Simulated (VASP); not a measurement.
# Ca (R-3m) in VASP: a series of runs

The runs below take Ca through single point, with PBE.

Everything below comes from runs of VASP 6.6.1. Logs are shortened: lines on timing, memory, paths and dates and some standing lists are left out, and cuts for length are marked.

**1. The cell of the first run**

The structure is trigonal, space group R-3m (No. 166). Conventional cell: a = 3.423 Å, b = 3.423 Å, c = 27.213 Å, α = 90.00°, β = 90.00°, γ = 120.00°. Ca (site symmetry -3m) has 12 Ca at 3.42 to 3.80 Å within 4.5 Å. Ca (site symmetry 3m) has 12 Ca at 3.25 to 3.80 Å within 4.3 Å.

**2. Single point, PBE (Mg replaced by Ca, lengths x 1.149, strained)**

INCAR reads:

```
ALGO = Fast
EDIFF = 1E-6
ENCUT = 520
GGA = PE
ISIF = 2
ISMEAR = 0
LASPH = True
LCHARG = True
LELF = True
LREAL = False
LVHAR = True
LWAVE = False
NBANDS = 22
NELM = 80
PREC = Accurate
SIGMA = 0.1
```

KPOINTS reads:

```
k-points
0
Gamma
  6 6 6
```

POSCAR reads:

```
Ca
1.0
    1.7116191043      0.9882037507      9.0710190563
   -1.7116191043      0.9882037507      9.0710190563
    0.0000000000     -1.9764075012      9.0710190563
Ca
3
Direct
    0.0000000000      0.0000000000      0.0000000000
    0.2139825745      0.2139825745      0.2139825745
    0.7860174255      0.7860174255      0.7860174255
```

Potentials or basis: VASP PAW PBE potentials, release 64 (Ca_sv).

Launch:

```bash
cat potpaw_PBE.64/Ca_sv/POTCAR > POTCAR
mpirun -np 1 vasp_std > vasp.out
```

OUTCAR:

```text
EDIFF = 1E-6
   ENCUT = 520
   GGA = PE
   ISIF = 2
   ISMEAR = 0
   LASPH = True
   LREAL = False
   NELM = 80
   PREC = Accurate

 ion  position               nearest neighbor table
   1  0.000  0.000  0.000-
   2  0.214  0.214  0.214-
   3  0.786  0.786  0.786-

  LATTYP: Found a trigonal (rhomboedric) cell.
 ALAT       =     9.2838339780
 COS(alpha) =     0.9320186922

  Lattice vectors:

 A1 = (   1.7116191043,   0.9882037507,   9.0710190563)
 A2 = (  -1.7116191043,   0.9882037507,   9.0710190563)
 A3 = (   0.0000000000,  -1.9764075012,   9.0710190563)

Analysis of symmetry for initial positions (statically):
=====================================================================
 Subroutine PRICEL returns:
 Original cell was already a primitive cell.

 Routine SETGRP: Setting up the symmetry group for a
 trigonal (rhombohedral) supercell.

 Subroutine GETGRP returns: Found 12 space group operations
 (whereof 12 operations were pure point group operations)
 out of a pool of 12 trial point group operations.

The static configuration has the point symmetry D_3d.

Analysis of symmetry for dynamics (positions and initial velocities):
=====================================================================
 Subroutine PRICEL returns:
 Original cell was already a primitive cell.

 Routine SETGRP: Setting up the symmetry group for a
 trigonal (rhombohedral) supercell.

 Subroutine GETGRP returns: Found 12 space group operations
 (whereof 12 operations were pure point group operations)
 out of a pool of 12 trial point group operations.

The dynamic configuration has the point symmetry D_3d.

 Subroutine INISYM returns: Found 12 space group operations
 (whereof 12 operations are pure point group operations),
 and found     1 'primitive' translations

----------------------------------------------------------------------------------------

                                     Primitive cell

  volume of cell :      92.0579

  direct lattice vectors                    reciprocal lattice vectors
     1.711619104  0.988203751  9.071019056     0.292121068  0.168656177  0.036747066
[... 82 lines left out ...]
   ISPIN  =      1    spin polarized calculation?
   LNONCOLLINEAR =      F non collinear calculations
   LSORBIT =      F    spin-orbit coupling
   LASPH  =      T    aspherical Exc in radial PAW
   ENCUT  =  520.0 eV  38.22 Ry    6.18 a.u.  17.26 17.26 17.26*2*pi/ulx,y,z
   NELM   =     80;   NELMIN=  2; NELMDL= -5     # of ELM steps
   EDIFF  = 0.1E-05   stopping-criterion for ELM
   LREAL  =      F    real-space projection
   EDIFFG = 0.1E-04   stopping-criterion for IOM
   NSW    =      0    number of steps for IOM
   IBRION =     -1    ionic relax: 0-MD 1-quasi-New 2-CG
   NFREE  =      0    steps in history (QN), initial steepest desc. (CG)
   ISIF   =      2    stress and relaxation
   ISYM   =      2    0-nonsym 1-usesym 2-fastsym
   POTIM  = 0.5000    time-step for ionic-motion
   TEBEG  =    0.0;   TEEND  =   0.0 temperature during run
   PSTRESS=    0.0 pullay stress
   NELECT =      30.0000    total number of electrons
   NUPDOWN=      -1.0000    fix difference up-down
   EMIN   =  10.00;   EMAX   =-10.00  energy-range for DOS
   EFERMI =   0.00;   METHOD = LEGACY
   ISMEAR =     0;   SIGMA  =   0.10  broadening in eV -4-tet -1-fermi 0-gaus
   EFERMI_NEDOS =   21; number of points for ismear=-14 and -15
   IALGO  =     68    algorithm
   IMIX   =      4    mixing-type and parameters
     AMIX     =   0.40;   BMIX     =  1.00
     AMIX_MAG =   1.60;   BMIX_MAG =  1.00
  volume/ion in A,a.u.               =      30.69       207.08
  Fermi-wavevector in a.u.,A,eV,Ry     =   1.126579  2.128925 17.268241  1.269180
  Thomas-Fermi vector in A             =   2.263261
   LORBIT       =      0    0 simple, 1 ext, 2 COOP (PROOUT), +10 PAW based schemes
   GGA     = PE    functional components
   LHFCALC =     F    Hartree Fock is set to
   AEXX    =    0.0000 exact exchange contribution
   IVDW    =     0    specifies the selected vdW correction
   LEPSILON=     F    determine dielectric tensor
   LRPA    =     F    only Hartree local field effects (RPA)
 non-spin polarized calculation
 RMM-DIIS sequential band-by-band and
 Gauss-broadening in eV      SIGMA  =   0.10
  energy-cutoff  :      520.00
  volume of cell :       92.06
 maximum number of plane-waves:      2505
 NGX is ok and might be reduce to    70
   NGX = 35   NGY = 35   NGZ = 35

 number of electron      30.0000003 magnetization

 Free energy of the ion-electron system (eV)
  ---------------------------------------------------
  ext. energy  EPLUGINS =         0.00000000
  ---------------------------------------------------
  free energy    TOTEN  =        -4.61678023 eV

  energy without entropy =       -4.59983908  energy(sigma->0) =       -4.60830965

 E-fermi :   3.4368     XC(G=0):  -8.7697

 val. band max:        3.4094971921   @ k =  -0.3333   0.5000   0.1667
 cond. band min:       3.4379641058   @ k =  -0.3333   0.5000   0.3333
 fundamental gap:      0.0284669137
 Fermi energy:         3.4368283632

 k-point     1 :       0.0000    0.0000    0.0000
  band No.  band energies     occupation
      1     -38.1433      2.00000
      2     -37.8643      2.00000
      3     -37.7906      2.00000
      4     -19.1351      2.00000
      5     -19.0842      2.00000
      6     -18.9958      2.00000
[... 589 lines left out ...]
     21       5.4503      0.00000
     22       6.1673      0.00000

 [... further k-points ...]

------------------------ aborting loop because EDIFF is reached ----------------------------------------

  FORCE on cell =-STRESS in cart. coord.  units (eV):
  Direction    XX          YY          ZZ          XY          YZ          ZX
  --------------------------------------------------------------------------------------
  -------------------------------------------------------------------------------------
  Total        6.1367303      6.1367303      4.6872462      0.0000000      0.0000000     -0.0000000
  in kB      106.8037912    106.8037912     81.5769372      0.0000000      0.0000000     -0.0000000
  external PRESSURE =      98.3948399 kB  Pullay stress =       0.0000000 kB

 VOLUME and BASIS-vectors are now :
 -----------------------------------------------------------------------------
  energy-cutoff  :      520.00
  volume of cell :       92.06
      direct lattice vectors                 reciprocal lattice vectors
     1.711619104  0.988203751  9.071019056     0.292121068  0.168656177  0.036747066
    -1.711619104  0.988203751  9.071019056    -0.292121068  0.168656177  0.036747066
     0.000000000 -1.976407501  9.071019056     0.000000000 -0.337312354  0.036747066

 POSITION                                       TOTAL-FORCE (eV/Angst)
 -----------------------------------------------------------------------------------
      0.00000      0.00000      0.00000         0.000000      0.000000      0.000000
      0.00000      0.00000      5.82312         0.000000      0.000000      1.427789
      0.00000      0.00000     21.38994         0.000000     -0.000000     -1.427789
 -----------------------------------------------------------------------------------
    total drift:                                0.000000      0.000000     -0.000000

  FREE ENERGIE OF THE ION-ELECTRON SYSTEM (eV)
  ---------------------------------------------------
  free  energy   TOTEN  =        -4.6167802292 eV

  energy  without entropy=       -4.5998390803  energy(sigma->0) =       -4.60830965
```

stdout:

```text
POSCAR found type information on POSCAR Ca
 POSCAR found :  1 types and       3 ions
 scaLAPACK will be used
 LDA part: xc-table for (Slater+PW92), standard interpolation
 POSCAR, INCAR and KPOINTS ok, starting setup
 FFT: planning ... GRIDC
 FFT: planning ... GRID_SOFT
 FFT: planning ... GRID
 WAVECAR not read
 entering main loop
```

Run time: 8.2 min. Hardware: 1 thread of Intel Xeon 6975P-C (Granite Rapids), shared host; peak memory 0.68 GiB.

Results:

| Property | Result |
| --- | --- |
| Free energy | -4.6168 eV |
| Pressure | 9.8 GPa |
| Largest force | 1.428 eV/Å |
| Band gap on the k mesh | zero (bands 15 and 16 overlap by 0.30 eV) |

Forces on the atoms (eV/Å):
```
Ca   0.000  0.000  0.000
Ca   0.000  0.000  1.428
Ca   0.000  0.000 -1.428
```

Caveat: the cell differs from its parent crystal (Mg replaced by Ca, lengths x 1.149, strained); the cell stands under pressure; forces of over 1 eV/Å act on the atoms, so gaps and moduli don't describe the material at rest.

**3. Single point, PBE (Mg replaced by Ca, lengths x 1.149, strained)**

INCAR reads:

```
SYSTEM = Ca
  ALGO = Fast
  EDIFF = 1E-6
  ENCUT = 520
  GGA = PE
  ISIF = 2
  ISMEAR = 0
  LASPH = .True.
  LCHARG = .False.
  LREAL = .False.
  LWAVE = .False.
  NBANDS = 22
  NELM = 80
  PREC = Accurate
  SIGMA = 0.1
```

KPOINTS reads:

```
k-points
0
Gamma
  6 6 6
  0 0 0
```

POSCAR reads:

```
Ca
1.0
    1.9425347034      1.1215229340      8.5949798746
   -1.9425347034      1.1215229340      8.5949798746
    0.0000000000     -2.2430458678      8.5949798746
Ca
3
Direct
    0.0000000000      0.0000000000      0.0000000000
    0.2298886055      0.2298886055      0.2298886055
    0.7701113945      0.7701113945      0.7701113945
```

Potentials or basis: VASP PAW PBE potentials, release 64 (Ca_sv).

Launch:

```bash
cat potpaw_PBE.64/Ca_sv/POTCAR > POTCAR
mpirun -np 1 vasp_std > vasp.out
```

OUTCAR:

```text
SYSTEM = Ca
   EDIFF = 1E-6
   ENCUT = 520
   GGA = PE
   ISIF = 2
   ISMEAR = 0
   LASPH = .True.
   LREAL = .False.
   NELM = 80
   PREC = Accurate

 ion  position               nearest neighbor table
   1  0.000  0.000  0.000-
   2  0.230  0.230  0.230-
   3  0.770  0.770  0.770-

  LATTYP: Found a trigonal (rhomboedric) cell.
 ALAT       =     8.8828449165
 COS(alpha) =     0.9043547497

  Lattice vectors:

 A1 = (   1.9425347034,   1.1215229340,   8.5949798746)
 A2 = (  -1.9425347034,   1.1215229340,   8.5949798746)
 A3 = (   0.0000000000,  -2.2430458678,   8.5949798746)

Analysis of symmetry for initial positions (statically):
=====================================================================
 Subroutine PRICEL returns:
 Original cell was already a primitive cell.

 Routine SETGRP: Setting up the symmetry group for a
 trigonal (rhombohedral) supercell.

 Subroutine GETGRP returns: Found 12 space group operations
 (whereof 12 operations were pure point group operations)
 out of a pool of 12 trial point group operations.

The static configuration has the point symmetry D_3d.

[... 160 lines left out ...]
  free energy    TOTEN  =        -5.42948767 eV

  energy without entropy =       -5.41619399  energy(sigma->0) =       -5.42284083

 E-fermi :   2.4658     XC(G=0):  -8.0984

 val. band max:        2.4493621721   @ k =  -0.3333   0.1667  -0.0000
 cond. band min:       2.4848443278   @ k =   0.5000   0.5000   0.0000
 fundamental gap:      0.0354821557
 Fermi energy:         2.4657984232

 k-point     1 :       0.0000    0.0000    0.0000
  band No.  band energies     occupation
      1     -39.3793      2.00000
      2     -39.3720      2.00000
      3     -39.0679      2.00000
      4     -20.4505      2.00000
      5     -20.4452      2.00000
      6     -20.3109      2.00000
[... 589 lines left out ...]
     21       4.3242      0.00000
     22       4.7576      0.00000

 [... further k-points ...]

------------------------ aborting loop because EDIFF is reached ----------------------------------------

  FORCE on cell =-STRESS in cart. coord.  units (eV):
  Direction    XX          YY          ZZ          XY          YZ          ZX
  --------------------------------------------------------------------------------------
  -------------------------------------------------------------------------------------
  Total        1.3266910      1.3266910      3.6478490     -0.0000000      0.0000000      0.0000000
  in kB       18.9193980     18.9193980     52.0204825     -0.0000000      0.0000000      0.0000000
  external PRESSURE =      29.9530928 kB  Pullay stress =       0.0000000 kB

 VOLUME and BASIS-vectors are now :
 -----------------------------------------------------------------------------
  energy-cutoff  :      520.00
  volume of cell :      112.35
      direct lattice vectors                 reciprocal lattice vectors
     1.942534703  1.121522934  8.594979875     0.257395659  0.148607453  0.038782329
    -1.942534703  1.121522934  8.594979875    -0.257395659  0.148607453  0.038782329
     0.000000000 -2.243045868  8.594979875     0.000000000 -0.297214906  0.038782329

 POSITION                                       TOTAL-FORCE (eV/Angst)
 -----------------------------------------------------------------------------------
      0.00000      0.00000      0.00000         0.000000      0.000000      0.000000
      0.00000      0.00000      5.92766        -0.000000     -0.000000     -0.712919
      0.00000      0.00000     19.85728        -0.000000      0.000000      0.712919
 -----------------------------------------------------------------------------------
    total drift:                                0.000000     -0.000000      0.000000

  FREE ENERGIE OF THE ION-ELECTRON SYSTEM (eV)
  ---------------------------------------------------
  free  energy   TOTEN  =        -5.4294876705 eV

  energy  without entropy=       -5.4161939856  energy(sigma->0) =       -5.42284083
```

OSZICAR:

```text
N       E                     dE             d eps       ncg     rms          rms(c)
DAV:   1     0.282215705909E+03    0.28222E+03   -0.14717E+04  1408   0.126E+03
DAV:   2     0.966550212302E+01   -0.27255E+03   -0.26821E+03  1504   0.372E+02
DAV:   3    -0.456817516176E+01   -0.14234E+02   -0.13741E+02  2714   0.640E+01
DAV:   4    -0.559704049174E+01   -0.10289E+01   -0.10213E+01  2082   0.155E+01
DAV:   5    -0.564155424370E+01   -0.44514E-01   -0.44501E-01  2080   0.313E+00    0.382E+00
RMM:   6    -0.545292420946E+01    0.18863E+00   -0.34492E-01  1946   0.273E+00    0.231E+00
RMM:   7    -0.543330564780E+01    0.19619E-01   -0.41388E-02  1942   0.151E+00    0.141E+00
RMM:   8    -0.542788375044E+01    0.54219E-02   -0.36949E-02  2007   0.175E+00    0.111E-01
RMM:   9    -0.542883722360E+01   -0.95347E-03   -0.15931E-02  2068   0.803E-01    0.100E-01
RMM:  10    -0.542928115651E+01   -0.44393E-03   -0.42929E-03  2389   0.378E-01    0.651E-02
RMM:  11    -0.542941010222E+01   -0.12895E-03   -0.10803E-03  2495   0.134E-01    0.298E-02
RMM:  12    -0.542944071981E+01   -0.30618E-04   -0.49274E-04  2468   0.961E-02    0.115E-02
RMM:  13    -0.542946610719E+01   -0.25387E-04   -0.21997E-04  2509   0.528E-02    0.277E-03
RMM:  14    -0.542947677120E+01   -0.10664E-04   -0.10448E-04  2261   0.370E-02    0.819E-03
RMM:  15    -0.542948234365E+01   -0.55724E-05   -0.52105E-05  2145   0.261E-02    0.115E-02
RMM:  16    -0.542948566518E+01   -0.33215E-05   -0.26637E-05  2009   0.194E-02    0.881E-03
RMM:  17    -0.542948691467E+01   -0.12495E-05   -0.11647E-05  1805   0.141E-02    0.908E-03
RMM:  18    -0.542948767049E+01   -0.75582E-06   -0.67173E-06  1575   0.108E-02
   1 F= -.54294877E+01 E0= -.54228408E+01  d E =-.132937E-01
```

stdout:

```text
POSCAR found type information on POSCAR Ca
 POSCAR found :  1 types and       3 ions
 scaLAPACK will be used
 LDA part: xc-table for (Slater+PW92), standard interpolation
 POSCAR, INCAR and KPOINTS ok, starting setup
 FFT: planning ... GRIDC
 FFT: planning ... GRID_SOFT
 FFT: planning ... GRID
 WAVECAR not read
 entering main loop
WARNING in EDDRMM: call to ZHEGV failed, returncode =   8  4     13
WARNING in EDDRMM: call to ZHEGV failed, returncode =   8  4     11
```

Wall time 7.6 min (1 thread of Intel Xeon 6975P-C (Granite Rapids), shared host); peak memory 0.68 GiB.

Results:

```
Free energy            : -5.4295 eV
Pressure               : 3.0 GPa
Largest force          : 0.713 eV/Å
Band gap on the k mesh : zero (bands 15 and 16 overlap by 0.16 eV)
```

Forces on the atoms (eV/Å):
```
Ca   0.000  0.000  0.000
Ca   0.000  0.000 -0.713
Ca   0.000  0.000  0.713
```

Levels at points of the mesh, in eV from the Fermi level:
```
           k point  band 12  band 13  band 14  band 15  band 16  band 17  band 18  band 19
(0.00, 0.00, 0.00)   -22.47    -4.23    -2.18    -2.01     0.88     1.67     2.11     2.11
(0.50, 0.00, 0.00)   -22.49    -1.24    -0.81    -0.71     0.14     0.34     0.54     1.29
(0.50, 0.50, 0.00)   -22.49    -1.02    -1.02    -0.67     0.02     0.12     0.53     1.60
(0.50, 0.50, 0.50)   -22.47    -3.72    -3.55    -0.81     0.45     2.08     2.08     2.13
```

Caveat: the cell differs from its parent crystal (Mg replaced by Ca, lengths x 1.149, strained).

(Part 1 of 2 ends here.)

The gap in the log of VASP goes by the Fermi energy; the results here count the filled bands.